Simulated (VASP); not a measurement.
# MnAs (P6_3/mmc) in VASP: single point with PBEsol

Aim: the single point of MnAs with PBEsol.

Program: VASP 6.6.1. These are calculated values, not measurements. Logs are shortened: lines on timing, memory, paths and dates and some standing lists are left out, and cuts for length are marked.

**1. The cell of the first run**

It takes space group P6_3/mmc (No. 194, hexagonal). The conventional cell has a = 3.642 Å, b = 3.642 Å, c = 5.447 Å, α = 90.00°, β = 90.00°, γ = 120.00°. Within 3.3 Å of Mn (site symmetry -3m) lie 6 As at 2.51 Å and 2 Mn at 2.72 Å. Within 3.3 Å of As (site symmetry -6m2) lie 6 Mn at 2.51 Å.

**2. Single point, PBEsol, collinear spin, ferromagnetic start (volume scaled by 1.06, then relaxed in part)**

Contents of INCAR:

```
ALGO = Normal ; EDIFF = 1E-6
ENCUT = 520 ; GGA = PS
ISIF = 2 ; ISMEAR = 0
ISPIN = 2 ; LASPH = True
LCHARG = False ; LMAXMIX = 4
LORBIT = 11 ; LREAL = False
LWAVE = False ; MAGMOM = 2.66 2.66 0 0
NBANDS = 30 ; NELM = 150
PREC = Accurate ; SIGMA = 0.1
```

Contents of KPOINTS:

```
k-points
0
Gamma
  12 12 8
```

Contents of POSCAR:

```
MnAs
1.0
    3.6424118307      0.0000000000      0.0000000000
   -1.8212059154      3.1544211765      0.0000000000
    0.0000000000      0.0000000000      5.4469841894
Mn As
2 2
Direct
    0.0000000000      0.0000000000      0.0000000000
    0.0000000000      0.0000000000      0.5000000000
    0.3333333333      0.6666666667      0.2500000000
    0.6666666667      0.3333333333      0.7500000000
```

Potentials or basis: VASP PAW PBE potentials, release 64 (Mn_pv, As).

Run with:

```bash
> cat potpaw_PBE.64/Mn_pv/POTCAR potpaw_PBE.64/As/POTCAR > POTCAR
> mpirun -np 1 vasp_std > vasp.out
```

OUTCAR:

```text
EDIFF = 1E-6
   ENCUT = 520
   GGA = PS
   ISIF = 2
   ISMEAR = 0
   ISPIN = 2
   LASPH = True
   LORBIT = 11
   LREAL = False
   NELM = 150
   PREC = Accurate

 ion  position               nearest neighbor table
   1  0.000  0.000  0.000-   3 2.51   4 2.51   4 2.51   3 2.51   4 2.51   3 2.51   2 2.72   2 2.72

   2  0.000  0.000  0.500-   3 2.51   4 2.51   4 2.51   3 2.51   4 2.51   3 2.51   1 2.72   1 2.72

   3  0.333  0.667  0.250-   1 2.51   2 2.51   1 2.51   2 2.51   1 2.51   2 2.51
   4  0.667  0.333  0.750-   1 2.51   2 2.51   1 2.51   2 2.51   1 2.51   2 2.51

  LATTYP: Found a hexagonal cell.
 ALAT       =     3.6424118307
 C/A-ratio  =     1.4954333674

  Lattice vectors:

 A1 = (   3.6424118307,   0.0000000000,   0.0000000000)
 A2 = (  -1.8212059154,   3.1544211765,   0.0000000000)
 A3 = (   0.0000000000,   0.0000000000,   5.4469841894)

Analysis of symmetry for initial positions (statically):
=====================================================================
 Subroutine PRICEL returns:
 Original cell was already a primitive cell.

 Routine SETGRP: Setting up the symmetry group for a
 hexagonal supercell.

 Subroutine GETGRP returns: Found 24 space group operations
 (whereof 12 operations were pure point group operations)
 out of a pool of 24 trial point group operations.

The static configuration has the point symmetry D_3d.
 The point group associated with its full space group is D_6h.

Analysis of symmetry for dynamics (positions and initial velocities):
=====================================================================
 Subroutine PRICEL returns:
 Original cell was already a primitive cell.

 Routine SETGRP: Setting up the symmetry group for a
 hexagonal supercell.

 Subroutine GETGRP returns: Found 24 space group operations
 (whereof 12 operations were pure point group operations)
 out of a pool of 24 trial point group operations.

The dynamic configuration has the point symmetry D_3d.
 The point group associated with its full space group is D_6h.

Analysis of structural, dynamic, and magnetic symmetry:
=====================================================================
 Subroutine PRICEL returns:
 Original cell was already a primitive cell.

 Routine SETGRP: Setting up the symmetry group for a
 hexagonal supercell.

 Subroutine GETGRP returns: Found 24 space group operations
 (whereof 12 operations were pure point group operations)
 out of a pool of 24 trial point group operations.

The overall configuration has the point symmetry D_3d.
 The point group associated with its full space group is D_6h.

 Subroutine INISYM returns: Found 24 space group operations
 (whereof 12 operations are pure point group operations),
 and found     1 'primitive' translations

----------------------------------------------------------------------------------------

                                     Primitive cell

  volume of cell :      62.5842

  direct lattice vectors                    reciprocal lattice vectors
     3.642411831  0.000000000  0.000000000     0.274543365  0.158507686  0.000000000
    -1.821205915  3.154421177  0.000000000     0.000000000  0.317015371  0.000000000
     0.000000000  0.000000000  5.446984189     0.000000000  0.000000000  0.183587829

  length of vectors
     3.642411831  3.642411831  5.446984189     0.317015371  0.317015371  0.183587829

  position of ions in fractional coordinates (direct lattice)
     0.000000000  0.000000000  0.000000000
     0.000000000  0.000000000  0.500000000
     0.333333333  0.666666667  0.250000000
     0.666666667  0.333333333  0.750000000

  ion indices of the primitive-cell ions
   primitive index   ion index
                 1           1
                 2           2
                 3           3
                 4           4

----------------------------------------------------------------------------------------

 KPOINTS: k-points

Automatic generation of k-mesh.
 Grid dimensions read from file:
 generate k-points for:   12   12    8

 Generating k-lattice:

  Cartesian coordinates                     Fractional coordinates (reciprocal lattice)
     0.022878614  0.013208974  0.000000000     0.083333333  0.000000000  0.000000000
     0.000000000  0.026417948  0.000000000     0.000000000  0.083333333  0.000000000
     0.000000000  0.000000000  0.022948479     0.000000000  0.000000000  0.125000000

  Length of vectors
     0.026417948  0.026417948  0.022948479

  Shift w.r.t. Gamma in fractional coordinates (k-lattice)
     0.000000000  0.000000000  0.000000000

 Subroutine IBZKPT returns following result:
 ===========================================

 Found     95 irreducible k-points:

 Following reciprocal coordinates:
            Coordinates               Weight
  0.000000  0.000000  0.000000      1.000000
  0.083333  0.000000  0.000000      6.000000
  0.166667  0.000000  0.000000      6.000000
  0.250000  0.000000  0.000000      6.000000
  0.333333 -0.000000  0.000000      6.000000
  0.416667 -0.000000  0.000000      6.000000
[... 16 lines left out ...]
  0.250000  0.000000  0.125000     12.000000
  0.333333 -0.000000  0.125000     12.000000
 [... further k-points ...]
   k-points           NKPTS =     95   k-points in BZ     NKDIM =     95   number of bands    NBANDS=     30
   number of dos      NEDOS =    301   number of ions     NIONS =      4
   total plane-waves  NPLWV =  32928
   dimension x,y,z NGX =    28 NGY =   28 NGZ =   42
   dimension x,y,z NGXF=    56 NGYF=   56 NGZF=   84
   ions per type =               2   2
   NGX,Y,Z   is equivalent  to a cutoff of  12.78, 12.78, 12.82 a.u.
   NGXF,Y,Z  is equivalent  to a cutoff of  25.56, 25.56, 25.64 a.u.
 SYSTEM =  unknown system
   PREC   = accura    normal or accurate (medium, high low for compatibility)
   ISTART =      0    job   : 0-new  1-cont  2-samecut
   ICHARG =      2    charge: 1-file 2-atom 10-const
   ISPIN  =      2    spin polarized calculation?
   LNONCOLLINEAR =      F non collinear calculations
   LSORBIT =      F    spin-orbit coupling
   LASPH  =      T    aspherical Exc in radial PAW
   ENCUT  =  520.0 eV  38.22 Ry    6.18 a.u.   6.77  6.77 10.13*2*pi/ulx,y,z
   NELM   =    150;   NELMIN=  2; NELMDL= -5     # of ELM steps
   EDIFF  = 0.1E-05   stopping-criterion for ELM
   LREAL  =      F    real-space projection
   EDIFFG = 0.1E-04   stopping-criterion for IOM
   NSW    =      0    number of steps for IOM
   IBRION =     -1    ionic relax: 0-MD 1-quasi-New 2-CG
   NFREE  =      0    steps in history (QN), initial steepest desc. (CG)
   ISIF   =      2    stress and relaxation
   ISYM   =      2    0-nonsym 1-usesym 2-fastsym
   POTIM  = 0.5000    time-step for ionic-motion
   TEBEG  =    0.0;   TEEND  =   0.0 temperature during run
   PSTRESS=    0.0 pullay stress
   NELECT =      36.0000    total number of electrons
   NUPDOWN=      -1.0000    fix difference up-down
   EMIN   =  10.00;   EMAX   =-10.00  energy-range for DOS
   EFERMI =   0.00;   METHOD = LEGACY
   ISMEAR =     0;   SIGMA  =   0.10  broadening in eV -4-tet -1-fermi 0-gaus
   EFERMI_NEDOS =   21; number of points for ismear=-14 and -15
   IALGO  =     38    algorithm
   IMIX   =      4    mixing-type and parameters
     AMIX     =   0.40;   BMIX     =  1.00
     AMIX_MAG =   1.60;   BMIX_MAG =  1.00
  volume/ion in A,a.u.               =      15.65       105.58
  Fermi-wavevector in a.u.,A,eV,Ry     =   1.361510  2.572880 25.221235  1.853708
  Thomas-Fermi vector in A             =   2.488080
   LORBIT       =     11    0 simple, 1 ext, 2 COOP (PROOUT), +10 PAW based schemes
   GGA     = PS    functional components
   LHFCALC =     F    Hartree Fock is set to
   AEXX    =    0.0000 exact exchange contribution
   IVDW    =     0    specifies the selected vdW correction
   LEPSILON=     F    determine dielectric tensor
   LRPA    =     F    only Hartree local field effects (RPA)
 spin polarized calculation
 Gauss-broadening in eV      SIGMA  =   0.10
  energy-cutoff  :      520.00
  volume of cell :       62.58
 maximum number of plane-waves:      1708
 NGX is ok and might be reduce to    28
   NGX = 13   NGY = 13   NGZ = 21

 number of electron      35.9999981 magnetization       5.4462571

 Free energy of the ion-electron system (eV)
  ---------------------------------------------------
  ext. energy  EPLUGINS =         0.00000000
  ---------------------------------------------------
  free energy    TOTEN  =       -30.48762539 eV

  energy without entropy =      -30.47410175  energy(sigma->0) =      -30.48086357

 E-fermi :   7.4870     XC(G=0): -11.7046

 val. band max:        7.4833745135   @ k =   0.0833   0.0833   0.5000
 cond. band min:       7.4923496366   @ k =   0.2500   0.0833   0.3750
 fundamental gap:      0.0089751231
 Fermi energy:         7.4869532619

 spin component 1

 k-point     1 :       0.0000    0.0000    0.0000
  band No.  band energies     occupation
      1     -42.0035      1.00000
      2     -42.0035      1.00000
      3     -41.9874      1.00000
      4     -41.9874      1.00000
      5     -41.8383      1.00000
      6     -41.6791      1.00000
[... 781 lines left out ...]
     29      17.5100      0.00000
     30      17.7706      0.00000

 [... further k-points ...]

 spin component 2

 k-point     1 :       0.0000    0.0000    0.0000
  band No.  band energies     occupation
      1     -39.0778      1.00000
      2     -39.0407      1.00000
      3     -39.0407      1.00000
      4     -39.0218      1.00000
      5     -39.0218      1.00000
      6     -38.8970      1.00000
[... 781 lines left out ...]
     29      17.7714      0.00000
     30      18.1723      0.00000

 [... further k-points ...]
[... 5 lines left out ...]
  --------------------------------------------------------------------------------------
  -------------------------------------------------------------------------------------
  Total       -1.8111957     -1.8111957     -1.7454966      0.0000000      0.0000000      0.0000000
  in kB      -46.3672254    -46.3672254    -44.6853082      0.0000000      0.0000000      0.0000000
  external PRESSURE =     -45.8065863 kB  Pullay stress =       0.0000000 kB

 VOLUME and BASIS-vectors are now :
 -----------------------------------------------------------------------------
  energy-cutoff  :      520.00
  volume of cell :       62.58
      direct lattice vectors                 reciprocal lattice vectors
     3.642411831  0.000000000  0.000000000     0.274543365  0.158507686  0.000000000
    -1.821205915  3.154421177  0.000000000     0.000000000  0.317015371  0.000000000
     0.000000000  0.000000000  5.446984189     0.000000000  0.000000000  0.183587829

 POSITION                                       TOTAL-FORCE (eV/Angst)
 -----------------------------------------------------------------------------------
      0.00000      0.00000      0.00000         0.000000      0.000000     -0.000000
      0.00000      0.00000      2.72349        -0.000000      0.000000     -0.000000
     -0.00000      2.10295      1.36175        -0.000000      0.000000      0.000000
      1.82121      1.05147      4.08524         0.000000     -0.000000      0.000000
 -----------------------------------------------------------------------------------
    total drift:                               -0.000000      0.000000      0.000000

  FREE ENERGIE OF THE ION-ELECTRON SYSTEM (eV)
  ---------------------------------------------------
  free  energy   TOTEN  =       -30.4876253925 eV

  energy  without entropy=      -30.4741017479  energy(sigma->0) =      -30.48086357

 total charge

# of ion       s       p       d       tot
------------------------------------------
    1        0.300   6.279   5.136  11.714
    2        0.300   6.279   5.136  11.714
    3        1.216   1.535   0.065   2.816
    4        1.216   1.535   0.065   2.816
--------------------------------------------------
tot          3.030  15.627  10.402  29.059

 magnetization (x)

# of ion       s       p       d       tot
------------------------------------------
    1        0.029   0.023   2.727   2.779
    2        0.029   0.023   2.727   2.779
    3       -0.001  -0.114   0.007  -0.108
    4       -0.001  -0.114   0.007  -0.108
--------------------------------------------------
tot          0.056  -0.182   5.467   5.341
```

It took 5.6 min on 1 thread of Intel Xeon 6975P-C, shared host; peak memory 0.38 GiB.

What came out:

```
Free energy                                           : -30.4876 eV
Pressure                                              : -4.6 GPa
Net moment                                            : 5.45 μB per cell
Site moments                                          : Mn +2.78; As -0.11 μB
Valence electrons inside the program's atomic spheres : Mn 11.71; As 2.82
```

Levels at points of the mesh, in eV from the Fermi level:
Spin up:
```csv
k point,band 19,band 20,band 21,band 22,band 23,band 24
"(0.00, 0.00, 0.00)",0.14,0.62,0.62,1.91,3.31,3.31
"(0.50, 0.00, 0.00)",-1.79,-1.51,-1.30,-0.06,1.61,3.72
"(0.00, 0.00, 0.50)",-0.66,-0.66,2.41,2.41,2.41,2.41
"(0.50, 0.00, 0.50)",-1.67,-1.67,0.71,0.71,1.82,1.82
```
Spin down:
| k point | band 11 | band 12 | band 13 | band 14 | band 15 | band 16 | band 17 | band 18 | band 19 | band 20 |
| --- | --- | --- | --- | --- | --- | --- | --- | --- | --- | --- |
| (0.00, 0.00, 0.00) | -3.22 | -1.50 | -0.50 | -0.50 | -0.20 | -0.20 | 0.64 | 0.64 | 1.20 | 1.20 |
| (0.50, 0.00, 0.00) | -3.45 | -3.37 | -3.03 | -2.22 | -1.71 | 0.54 | 0.54 | 0.61 | 0.68 | 1.28 |
| (0.00, 0.00, 0.50) | -2.28 | -2.28 | -2.28 | -2.28 | 0.14 | 0.14 | 0.14 | 0.14 | 0.77 | 0.77 |
| (0.50, 0.00, 0.50) | -2.66 | -2.66 | -2.43 | -2.43 | -0.26 | -0.26 | 0.76 | 0.76 | 0.89 | 0.89 |

Caveat: the PAW data sets were made with another functional, which shifts forces and pressure a little; only a ferromagnetic start was run, and an antiferromagnetic order may lie lower in energy.
